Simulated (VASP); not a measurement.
# SiC (I-4m2) in VASP: a series of runs

The runs below take SiC through single point, with r2SCAN.

Everything below comes from runs of VASP 6.6.1. Logs are shortened: lines on timing, memory, paths and dates and some standing lists are left out, and cuts for length are marked.

### 1 The cell of the first run

Symmetry: I-4m2, No. 119, tetragonal system. Conventional cell: a = 3.075 Å, b = 3.075 Å, c = 4.522 Å, α = 90.00°, β = 90.00°, γ = 90.00°. Si (site symmetry -4m2) has 4 C at 1.91 Å within 2.5 Å. C (site symmetry -4m2) has 4 Si at 1.91 Å within 2.5 Å.

### 2 Single point, r2SCAN (strain +0.000 along x and y, +0.040 along z)

Contents of POSCAR:

```
SiC
1.0
    0.0000000000      2.1740000000      2.2609600000
    2.1740000000      0.0000000000      2.2609600000
    2.1740000000      2.1740000000      0.0000000000
Si C
1 1
Direct
    0.0000000000      0.0000000000      0.0000000000
    0.7500000000      0.7500000000      0.7500000000
```

Contents of INCAR.step1:

```
SYSTEM = SiC
PREC = Accurate
ENCUT = 520
ISMEAR = 0
SIGMA = 0.05
LREAL = .False.
LASPH = .True.
NELM = 60
NBANDS = 11
GGA = PE
ALGO = Normal
EDIFF = 1E-4
LWAVE = .True.
LCHARG = .False.
```

Contents of INCAR.step2:

```
SYSTEM = SiC
PREC = Accurate
ENCUT = 520
EDIFF = 1E-6
ISMEAR = 0
SIGMA = 0.05
LREAL = .False.
LASPH = .True.
NELM = 60
ALGO = Normal
ISIF = 2
LWAVE = .False.
LCHARG = .False.
METAGGA = R2SCAN
LMIXTAU = .True.
NBANDS = 11
ISTART = 1
```

Contents of KPOINTS:

```
Automatic mesh
0
Gamma
  12 12 12
  0 0 0
```

Potentials or basis: VASP PAW PBE potentials, release 64 (Si, C).

Command:

```
$ cat potpaw_PBE.64/Si/POTCAR potpaw_PBE.64/C/POTCAR > POTCAR
$ cp INCAR.step1 INCAR
$ mpirun -np 1 vasp_std > vasp.out
$ cp INCAR.step2 INCAR
$ mpirun -np 1 vasp_std > vasp.out
```

OUTCAR:

```text
SYSTEM = SiC
   PREC = Accurate
   ENCUT = 520
   EDIFF = 1E-6
   ISMEAR = 0
   LREAL = .False.
   LASPH = .True.
   NELM = 60
   ISIF = 2
   METAGGA = R2SCAN
   ISTART = 1

 ion  position               nearest neighbor table
   1  0.000  0.000  0.000-   2 1.91   2 1.91   2 1.91   2 1.91
   2  0.750  0.750  0.750-   1 1.91   1 1.91   1 1.91   1 1.91

  LATTYP: Found a body centered tetragonal cell.
 ALAT       =     3.0745002846
 C/A-ratio  =     1.4707821049

  Lattice vectors:

 A1 = (  -2.1740000000,   0.0000000000,   2.2609600000)
 A2 = (   2.1740000000,   0.0000000000,   2.2609600000)
 A3 = (   0.0000000000,   2.1740000000,  -2.2609600000)

Analysis of symmetry for initial positions (statically):
=====================================================================
 Subroutine PRICEL returns:
 Original cell was already a primitive cell.

 Routine SETGRP: Setting up the symmetry group for a
 body centered tetragonal supercell.

 Subroutine GETGRP returns: Found  8 space group operations
 (whereof  8 operations were pure point group operations)
 out of a pool of 16 trial point group operations.

The static configuration has the point symmetry D_2d.

Analysis of symmetry for dynamics (positions and initial velocities):
=====================================================================
 Subroutine PRICEL returns:
 Original cell was already a primitive cell.

 Routine SETGRP: Setting up the symmetry group for a
 body centered tetragonal supercell.

 Subroutine GETGRP returns: Found  8 space group operations
 (whereof  8 operations were pure point group operations)
 out of a pool of 16 trial point group operations.

The dynamic configuration has the point symmetry D_2d.

 Subroutine INISYM returns: Found  8 space group operations
 (whereof  8 operations are pure point group operations),
 and found     1 'primitive' translations

----------------------------------------------------------------------------------------

                                     Primitive cell

  volume of cell :      21.3718

  direct lattice vectors                    reciprocal lattice vectors
     0.000000000  2.174000000  2.260960000    -0.229990800  0.229990800  0.221145000
     2.174000000  0.000000000  2.260960000     0.229990800 -0.229990800  0.221145000
     2.174000000  2.174000000  0.000000000     0.229990800  0.229990800 -0.221145000

  length of vectors
     3.136593076  3.136593076  3.074500285     0.393314947  0.393314947  0.393314947

  position of ions in fractional coordinates (direct lattice)
     0.000000000  0.000000000  0.000000000
     0.750000000  0.750000000  0.750000000

  ion indices of the primitive-cell ions
   primitive index   ion index
                 1           1
                 2           2

----------------------------------------------------------------------------------------

 KPOINTS: Automatic mesh

Automatic generation of k-mesh.
 Grid dimensions read from file:
 generate k-points for:   12   12   12

 Generating k-lattice:

  Cartesian coordinates                     Fractional coordinates (reciprocal lattice)
    -0.019165900  0.019165900  0.018428750     0.083333333 -0.000000000  0.000000000
     0.019165900 -0.019165900  0.018428750    -0.000000000  0.083333333  0.000000000
     0.019165900  0.019165900 -0.018428750     0.000000000  0.000000000  0.083333333

  Length of vectors
     0.032776246  0.032776246  0.032776246

  Shift w.r.t. Gamma in fractional coordinates (k-lattice)
     0.000000000  0.000000000  0.000000000

 Subroutine IBZKPT returns following result:
 ===========================================

 Found    163 irreducible k-points:

 Following reciprocal coordinates:
            Coordinates               Weight
  0.000000  0.000000  0.000000      1.000000
  0.083333 -0.000000  0.000000      8.000000
  0.166667  0.000000  0.000000      8.000000
  0.250000 -0.000000  0.000000      8.000000
  0.333333  0.000000  0.000000      8.000000
  0.416667 -0.000000  0.000000      8.000000
[... 16 lines left out ...]
  0.500000  0.166667  0.000000      8.000000
 -0.416667  0.166667  0.000000      8.000000
 [... further k-points ...]
   k-points           NKPTS =    163   k-points in BZ     NKDIM =    163   number of bands    NBANDS=     11
   number of dos      NEDOS =    301   number of ions     NIONS =      2
   total plane-waves  NPLWV =  13824
   dimension x,y,z NGX =    24 NGY =   24 NGZ =   24
   dimension x,y,z NGXF=    48 NGYF=   48 NGZF=   48
   ions per type =               1   1
   NGX,Y,Z   is equivalent  to a cutoff of  12.72, 12.72, 12.98 a.u.
   NGXF,Y,Z  is equivalent  to a cutoff of  25.44, 25.44, 25.95 a.u.
 SYSTEM =  SiC
   PREC   = accura    normal or accurate (medium, high low for compatibility)
   ISTART =      1    job   : 0-new  1-cont  2-samecut
   ICHARG =      0    charge: 1-file 2-atom 10-const
   ISPIN  =      1    spin polarized calculation?
   LNONCOLLINEAR =      F non collinear calculations
   LSORBIT =      F    spin-orbit coupling
   LASPH  =      T    aspherical Exc in radial PAW
   ENCUT  =  520.0 eV  38.22 Ry    6.18 a.u.   5.83  5.83  5.72*2*pi/ulx,y,z
   NELM   =     60;   NELMIN=  2; NELMDL=  0     # of ELM steps
   EDIFF  = 0.1E-05   stopping-criterion for ELM
   LREAL  =      F    real-space projection
   EDIFFG = 0.1E-04   stopping-criterion for IOM
   NSW    =      0    number of steps for IOM
   IBRION =     -1    ionic relax: 0-MD 1-quasi-New 2-CG
   NFREE  =      0    steps in history (QN), initial steepest desc. (CG)
   ISIF   =      2    stress and relaxation
   ISYM   =      2    0-nonsym 1-usesym 2-fastsym
   POTIM  = 0.5000    time-step for ionic-motion
   TEBEG  =    0.0;   TEEND  =   0.0 temperature during run
   PSTRESS=    0.0 pullay stress
   NELECT =       8.0000    total number of electrons
   NUPDOWN=      -1.0000    fix difference up-down
   EMIN   =  10.00;   EMAX   =-10.00  energy-range for DOS
   EFERMI =   0.00;   METHOD = LEGACY
   ISMEAR =     0;   SIGMA  =   0.05  broadening in eV -4-tet -1-fermi 0-gaus
   EFERMI_NEDOS =   21; number of points for ismear=-14 and -15
   IALGO  =     38    algorithm
   IMIX   =      4    mixing-type and parameters
     AMIX     =   0.40;   BMIX     =  1.00
     AMIX_MAG =   1.60;   BMIX_MAG =  1.00
  volume/ion in A,a.u.               =      10.69        72.11
  Fermi-wavevector in a.u.,A,eV,Ry     =   1.179843  2.229580 18.939707  1.392029
  Thomas-Fermi vector in A             =   2.316146
   LORBIT       =      0    0 simple, 1 ext, 2 COOP (PROOUT), +10 PAW based schemes
   METAGGA = R2SCAN    functional components
   LHFCALC =     F    Hartree Fock is set to
   AEXX    =    0.0000 exact exchange contribution
   IVDW    =     0    specifies the selected vdW correction
   LEPSILON=     F    determine dielectric tensor
   LRPA    =     F    only Hartree local field effects (RPA)
 non-spin polarized calculation
 Gauss-broadening in eV      SIGMA  =   0.05
  energy-cutoff  :      520.00
  volume of cell :       21.37
 maximum number of plane-waves:       604
   NGX = 11   NGY = 11   NGZ = 11

 number of electron       8.0000001 magnetization

 Free energy of the ion-electron system (eV)
  ---------------------------------------------------
  ext. energy  EPLUGINS =         0.00000000
  ---------------------------------------------------
  free energy    TOTEN  =       -19.29048427 eV

  energy without entropy =      -19.29048427  energy(sigma->0) =      -19.29048427

 E-fermi :   8.0406     XC(G=0): -11.7916

 val. band max:        7.7293891055   @ k =   0.0000   0.0000   0.0000
 cond. band min:       9.2624634356   @ k =   0.5000   0.0000   0.5000
 fundamental gap:      1.5330743301
 Fermi energy:         8.0406001278

 k-point     1 :       0.0000    0.0000    0.0000
  band No.  band energies     occupation
      1      -8.2964      2.00000
      2       7.4368      2.00000
      3       7.7294      2.00000
      4       7.7294      2.00000
      5      14.0424      0.00000
      6      15.2068      0.00000
      7      15.2068      0.00000
      8      15.3199      0.00000
      9      21.9735      0.00000
     10      23.2541      0.00000
     11      24.8002      0.00000

 k-point     2 :       0.0833   -0.0000    0.0000
  band No.  band energies     occupation
      1      -8.1592      2.00000
      2       6.8515      2.00000
      3       7.4486      2.00000
      4       7.6435      2.00000
      5      14.3149      0.00000
      6      15.3009      0.00000
      7      15.3988      0.00000
      8      15.5600      0.00000
      9      21.3505      0.00000
     10      22.4526      0.00000
     11      24.8175      0.00000

 k-point     3 :       0.1667    0.0000    0.0000
  band No.  band energies     occupation
      1      -7.7520      2.00000
      2       5.1802      2.00000
      3       7.1485      2.00000
      4       7.4307      2.00000
      5      14.1938      0.00000
      6      15.7254      0.00000
      7      15.8161      0.00000
      8      16.4086      0.00000
      9      20.7707      0.00000
     10      21.5068      0.00000
     11      24.1682      0.00000

 k-point     4 :       0.2500   -0.0000    0.0000
  band No.  band energies     occupation
      1      -7.0922      2.00000
      2       3.2178      2.00000
      3       6.8169      2.00000
      4       7.1810      2.00000
      5      13.8073      0.00000
      6      15.7665      0.00000
      7      16.0500      0.00000
      8      17.5060      0.00000
      9      21.1680      0.00000
     10      21.4247      0.00000
     11      23.6131      0.00000
[... 239 lines left out ...]
 k-point    22 :       0.4167    0.1667    0.0000
  band No.  band energies     occupation
      1      -5.5377      2.00000
      2       1.0665      2.00000
      3       5.0088      2.00000
      4       5.9917      2.00000
      5      12.9759      0.00000
      6      15.8093      0.00000
      7      17.6015      0.00000
      8      17.7560      0.00000
      9      21.6972      0.00000
     10      25.5271      0.00000
     11      26.1757      0.00000

 k-point    23 :       0.5000    0.1667    0.0000
  band No.  band energies     occupation
      1      -4.6802      2.00000
      2      -0.2405      2.00000
      3       4.5045      2.00000
      4       6.0896      2.00000
      5      13.1067      0.00000
      6      15.6265      0.00000
      7      17.1718      0.00000
      8      18.9553      0.00000
      9      22.3962      0.00000
     10      25.5621      0.00000
     11      26.3998      0.00000

 k-point    24 :      -0.4167    0.1667    0.0000
  band No.  band energies     occupation
      1      -4.4528      2.00000
      2      -0.5379      2.00000
      3       4.1901      2.00000
      4       6.3397      2.00000
      5      13.4710      0.00000
      6      15.5271      0.00000
      7      16.8248      0.00000
      8      19.2791      0.00000
      9      23.3598      0.00000
     10      23.5820      0.00000
     11      26.2906      0.00000

 [... further k-points ...]
[... 5 lines left out ...]
  --------------------------------------------------------------------------------------
  -------------------------------------------------------------------------------------
  Total       -0.4590328     -0.4590328     -2.0273625      0.0000000      0.0000000     -0.0000000
  in kB      -34.4121946    -34.4121946   -151.9847558      0.0000000      0.0000000     -0.0000000
  external PRESSURE =     -73.6030484 kB  Pullay stress =       0.0000000 kB

 VOLUME and BASIS-vectors are now :
 -----------------------------------------------------------------------------
  energy-cutoff  :      520.00
  volume of cell :       21.37
      direct lattice vectors                 reciprocal lattice vectors
     0.000000000  2.174000000  2.260960000    -0.229990800  0.229990800  0.221145000
     2.174000000  0.000000000  2.260960000     0.229990800 -0.229990800  0.221145000
     2.174000000  2.174000000  0.000000000     0.229990800  0.229990800 -0.221145000

 POSITION                                       TOTAL-FORCE (eV/Angst)
 -----------------------------------------------------------------------------------
      0.00000      0.00000      0.00000        -0.000000     -0.000000     -0.000000
      3.26100      3.26100      3.39144         0.000000      0.000000      0.000000
 -----------------------------------------------------------------------------------
    total drift:                                0.000000      0.000000      0.000002

  FREE ENERGIE OF THE ION-ELECTRON SYSTEM (eV)
  ---------------------------------------------------
  free  energy   TOTEN  =       -19.2904842707 eV

  energy  without entropy=      -19.2904842707  energy(sigma->0) =      -19.29048427
```

It took 58 s on 1 thread of Intel Xeon Platinum 8488C (Sapphire Rapids), shared host; peak memory 0.16 GiB.

What came out:

| Quantity | Value |
| --- | --- |
| Free energy | -19.2905 eV |
| Pressure | -7.4 GPa |
| Band gap on the k mesh | 1.53 eV, indirect (least direct gap 4.98 eV) |

Stress tensor (GPa, compression positive):
```
 -3.44   0.00   0.00
  0.00  -3.44   0.00
  0.00   0.00 -15.20
```

Caveat: the cell differs from its parent crystal (strain +0.000 along x and y, +0.040 along z); the PAW data sets were made with another functional, which shifts forces and pressure a little.

### 3 Single point, r2SCAN (strain +0.000 along x and y, +0.080 along z)

Contents of POSCAR:

```
SiC
1.0
    0.0000000000      2.1740000000      2.3479200000
    2.1740000000      0.0000000000      2.3479200000
    2.1740000000      2.1740000000      0.0000000000
Si C
1 1
Direct
    0.0000000000      0.0000000000      0.0000000000
    0.7500000000      0.7500000000      0.7500000000
```

Contents of INCAR.step1:

```
  PREC = Accurate
  ENCUT = 520
  ISMEAR = 0
  SIGMA = 0.05
  LREAL = False
  LASPH = True
  NELM = 100
  NBANDS = 11
  GGA = PE
  ALGO = Normal
  EDIFF = 1E-4
  LWAVE = True
  LCHARG = False
```

Contents of INCAR.step2:

```
  PREC = Accurate
  ENCUT = 520
  EDIFF = 1E-6
  ISMEAR = 0
  SIGMA = 0.05
  LREAL = False
  LASPH = True
  NELM = 100
  ALGO = Normal
  ISIF = 2
  LWAVE = False
  LCHARG = False
  METAGGA = R2SCAN
  LMIXTAU = True
  NBANDS = 11
  ISTART = 1
```

Contents of KPOINTS:

```
regular mesh
0
Gamma
  12 12 12
```

Potentials or basis: VASP PAW PBE potentials, release 64 (Si, C).

Command:

```
$ cat potpaw_PBE.64/Si/POTCAR potpaw_PBE.64/C/POTCAR > POTCAR
$ cp INCAR.step1 INCAR
$ mpirun -np 1 vasp_std > vasp.out
$ cp INCAR.step2 INCAR
$ mpirun -np 1 vasp_std > vasp.out
```

Wall time 67 s (1 thread of Intel Xeon Platinum 8488C (Sapphire Rapids), shared host); peak memory 0.17 GiB.

Results (log left out):

* Free energy: -19.1728 eV
* Pressure: -14.5 GPa
* Band gap on the k mesh: 1.36 eV, indirect (least direct gap 4.90 eV)

Stress tensor (GPa, compression positive):
```
 -6.40   0.00   0.00
  0.00  -6.40   0.00
  0.00   0.00 -30.58
```

Levels at points of the mesh, in eV from the valence-band top:
```tsv
k point	band 2	band 3	band 4	band 5	band 6	band 7
(0.00, 0.00, 0.00)	-0.60	0.00	0.00	5.68	7.07	7.07
(0.50, 0.00, 0.00)	-8.65	-1.79	-0.81	4.62	7.23	7.79
(0.50, 0.50, 0.00)	-8.67	-2.85	-2.85	2.05	5.24	13.97
(0.50, 0.00, 0.50)	-7.73	-3.72	-3.58	1.36	3.90	12.73
```

Caveat: the cell differs from its parent crystal (strain +0.000 along x and y, +0.080 along z); the PAW data sets were made with another functional, which shifts forces and pressure a little. A k mesh can miss the band edges.
